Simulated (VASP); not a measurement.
Set up this calculation in VASP 6.6.1, as the native input.

```
Task                   : single point
Functional             : PBE
Potentials or basis    : VASP PAW PBE potentials, release 64 (Zn, O)
Cutoff                 : 520 eV
k mesh                 : 11 × 11 × 7
Occupations            : fermi-dirac, width 0.08 eV
Spin                   : no spin polarisation
Dipole correction      : no
Further INCAR settings : ALGO = Normal; EDIFF = 1e-06; NBANDS = 26
```

The structure of ZnO (NiAs type) lies in POSCAR:

```
ZnO
1.0
    3.0252058929      0.0000000000      0.0000000000
   -1.5126029465      2.6199051550      0.0000000000
    0.0000000000      0.0000000000      5.1920230816
Zn O
2 2
Direct
    0.0000000000      0.0000000000      0.0000000000
    0.0000000000      0.0000000000      0.5000000000
    0.3333333333      0.6666666667      0.2500000000
    0.6666666667      0.3333333333      0.7500000000
```

One way to write it, as run:

INCAR

```
PREC = Accurate
ENCUT = 520
EDIFF = 1E-6
ISMEAR = -1
SIGMA = 0.08
LREAL = F
LASPH = T
NELM = 80
ALGO = Normal
ISIF = 2
LWAVE = F
LCHARG = F
GGA = PE
NBANDS = 26
```

KPOINTS

```
regular mesh
0
Gamma
  11 11 7
```

Potentials or basis: VASP PAW PBE potentials, release 64 (Zn, O).

Run with:

```bash
$ cat potpaw_PBE.64/Zn/POTCAR potpaw_PBE.64/O/POTCAR > POTCAR
$ mpirun -np 1 vasp_std > vasp.out
```

It gave:

```json
{
 "Pressure": "0.9 GPa",
 "Band gap on the k mesh": "0.52 eV"
}
```

It took 22 s on 1 thread of Intel(R) Xeon(R) 6975P-C (Granite Rapids) (shared host), peak memory 0.19 GiB.
